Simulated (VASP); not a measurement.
Runs of VASP 6.6.1 on AlRu. The structure is that of space group Pmmm (No. 47), or close to it. The cells are those of the table. 

```csv
cell,further INCAR settings,gap on the mesh (eV),pressure (GPa)
"a = 3.342, b = 2.666, c = 3.004 Å, 2 atoms",ALGO = Fast; EDIFF = 1e-07; NBANDS = 16,none,(a)
"a = 3.173, b = 2.835, c = 3.004 Å, 2 atoms",ALGO = Fast; EDIFF = 1e-06; NBANDS = 16,none,1.6
"a = 2.553, b = 3.455, c = 3.004 Å, 2 atoms",ALGO = Fast; EDIFF = 1e-07; NBANDS = 16,none,13.8
"a = 3.286, b = 2.723, c = 3.004 Å, 2 atoms",ALGO = Fast; EDIFF = 1e-07; NBANDS = 16,none,4.9
"a = 2.779, b = 3.229, c = 3.004 Å, 2 atoms",ALGO = Fast; EDIFF = 1e-07; NBANDS = 16,none,(b)
```

Alike in all rows: task single point; level PBE; potentials or basis VASP PAW PBE potentials, release 64 (Al, Ru_pv); no spin polarisation; k mesh 20 × 20 × 20; cutoff (eV) 520; smearing gaussian 0.15 eV.

Question: Estimate the missing entries.

Answer: (a) 7.3; (b) 3.1.

A k mesh can miss the band edges, and the runs leave out spin-orbit coupling on Ru.

A gap of «none» marks levels without a gap at the run's occupations.
